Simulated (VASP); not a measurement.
A run of VASP 6.6.1 is set up as follows.

INCAR

```
PREC = Accurate
ENCUT = 520
EDIFF = 1E-8
ISMEAR = -1
SIGMA = 0.02
LREAL = F
LASPH = T
NELM = 100
ALGO = Normal
ISIF = 2
LWAVE = F
LCHARG = F
GGA = PE
LEFG = T
NBANDS = 58
```

File KPOINTS:

```
regular mesh
0
Gamma
  8 12 7
```

POSCAR

```
GePt
1.0
    5.7320000000      0.0000000000      0.0000000000
    0.0000000000      3.7010000000      0.0000000000
    0.0000000000      0.0000000000      6.0880000000
Ge Pt
4 4
Direct
    0.8050000000      0.7500000000      0.5900000000
    0.1950000000      0.2500000000      0.4100000000
    0.6950000000      0.2500000000      0.0900000000
    0.3050000000      0.7500000000      0.9100000000
    0.9900000000      0.7500000000      0.1950000000
    0.0100000000      0.2500000000      0.8050000000
    0.5100000000      0.2500000000      0.6950000000
    0.4900000000      0.7500000000      0.3050000000
```

Potentials or basis: VASP PAW PBE potentials, release 64 (Ge_d, Pt).

Command:

```bash
$ cat potpaw_PBE.64/Ge_d/POTCAR potpaw_PBE.64/Pt/POTCAR > POTCAR
$ mpirun -np 1 vasp_std > vasp.out
```

Q: What does it give for the band gap on the k mesh?

A: Zero (bands 48 and 49 overlap by 1.67 eV).

Q: What does it give for the pressure?

A: 7.9 GPa.

Stress tensor (GPa, compression positive):
```
8.64 0.00 0.00
0.00 8.07 0.00
0.00 0.00 7.10
```

Caveat: the cell stands under pressure; without QUAD_EFG the Cq values of the log hold for a quadrupole moment of 1 mb, not for the nuclei; spin-orbit coupling is left out, which moves the levels of the heavy elements.
